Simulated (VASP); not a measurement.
Sn:

```
Sn
1.0
     5.14630    0.00000    0.00000
    -2.57315    4.45683    0.00000
     0.00000    0.00000    5.58850
Sn
4
Direct
  0.00000 0.00000 0.25000
  0.00000 0.00000 0.75000
  0.33333 0.66667 0.75000
  0.66667 0.33333 0.25000
```

This isn't the form of Sn at room conditions, which is tetragonal (white tin).

| Property | Result |
| --- | --- |
| Program | VASP 6.6.1 |
| Task | relaxation of cell and atoms |
| Functional | PBEsol |
| Potentials or basis | VASP PAW PBE potentials, release 64 (Sn_d) |
| Cutoff | 600 eV |
| k mesh | 6 × 6 × 4 |
| Occupations | gaussian, width 0.1 eV |
| Spin | no spin polarisation |

At the start: pressure 0.4 GPa; volume 32.04 Å³/atom.

Q: How do energy, volume and symmetry change on relaxing?

A: Over 4 steps the energy falls by 29.9 meV/atom and the volume is 32.38 Å³/atom (+1.0 %); space group P6_3/mmc (No. 194, to 0.1 Å) before and after.

The path:
```csv
step,energy change (eV),largest force (eV/Å),pressure (GPa),volume (Å³)
1,0.0000,0.0000,0.39,128.18
2,-0.1192,0.0000,-0.18,129.43
3,-0.1196,0.0000,-0.18,129.49
4,-0.1196,0.0000,-0.17,129.52
```

Final structure:
```xyz
4
Lattice="5.0379 0.0000 0.0000 -2.5190 4.3630 0.0000 0.0000 0.0000 5.8924" Properties=species:S:1:pos:R:3 pbc="T T T"
Sn    0.0000    0.0000    1.4731
Sn   -2.5190    4.3630    4.4193
Sn    0.0000    2.9086    4.4193
Sn    2.5190    1.4543    1.4731
```

Caveat: the PAW data sets were made with another functional, which shifts forces and pressure a little.
